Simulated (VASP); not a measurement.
Crystal: AlCo (m.b).

```
CELL_PARAMETERS angstrom
2.82000 0.00000 0.00000
0.00000 2.82000 0.00000
0.00000 0.00000 2.82000
ATOMIC_POSITIONS crystal
Co 0.00000 0.00000 0.00000
Al 0.50000 0.50000 0.50000
```

```yaml
Program: VASP 6.6.1
Task: relaxation of cell and atoms
Functional: PBE
Potentials_or_basis: VASP PAW PBE potentials, release 64 (Co, Al)
Cutoff: 600 eV
k_mesh: 14 × 14 × 14
Occupations: gaussian, width 0.1 eV
Spin: no spin polarisation
```

At the start: pressure 6.4 GPa; volume 11.21 Å³/atom.

Task: How do energy, volume and symmetry change on relaxing?

Result: Over 3 steps the energy falls by 7.3 meV/atom and the volume is 11.59 Å³/atom (+3.4 %); space group Pm-3m (No. 221, to 0.05 Å).

Step by step:
| step | energy change (eV) | largest force (eV/Å) | pressure (GPa) | volume (Å³) |
| --- | --- | --- | --- | --- |
| 1 | 0.0000 | 0.0000 | 6.38 | 22.43 |
| 2 | -0.0024 | 0.0000 | -5.18 | 23.91 |
| 3 | -0.0145 | 0.0000 | -0.01 | 23.18 |

Final structure:
```yaml
crystal:
  lattice:
    - [2.85137, 0.00000, 0.00000]
    - [0.00000, 2.85137, 0.00000]
    - [0.00000, 0.00000, 2.85137]
  atoms:
    - { symbol: Co, position: [0.00000, 0.00000, 0.00000] }
    - { symbol: Al, position: [0.50000, 0.50000, 0.50000] }
```
